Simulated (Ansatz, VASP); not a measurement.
**One calculation of SbP, two programs**

```
CELL_PARAMETERS angstrom
3.98530 0.00000 0.00000
-1.99265 3.45137 0.00000
0.00000 0.00000 9.74550
ATOMIC_POSITIONS crystal
Sb 0.33330 0.00000 0.83333
Sb 0.00000 0.33330 0.16667
Sb 0.66670 0.66670 0.50000
P 0.33331 0.00000 0.33333
P 0.00000 0.33331 0.66667
P 0.66669 0.66669 0.00000
```

Alike in both runs: functional PBE; k mesh 6 × 6 × 2; occupations gaussian, width 0.1 eV; no spin polarisation.

Ansatz relaxed the structure, and its values are those at the end. VASP's run is a single point on that final structure, the one shown.

|  | VASP | Ansatz |
| --- | --- | --- |
| version | VASP 6.6.1 | Ansatz 0.2.0 |
| potentials or method | VASP PAW PBE potentials, release 64 (Sb, P), cutoff 520 eV | scalar-relativistic, plane waves, PAW |
| valence electrons in the cell | 30 | 60 |

Ansatz gave:

| Property | Result |
| --- | --- |
| gap on the k mesh at the Fermi level (eV) | none |
| pressure (GPa) | 0.0 |

Task: Estimate VASP's values.

Result: gap on the k mesh at the Fermi level (eV): none; pressure (GPa): -0.1.

A gap of «none» marks a metal or a gap that the smearing closes. VASP's potentials hold 30 valence electrons a cell and Ansatz's 60, so a difference there can come from the potentials and not from the codes.

Spin-orbit coupling is off throughout.
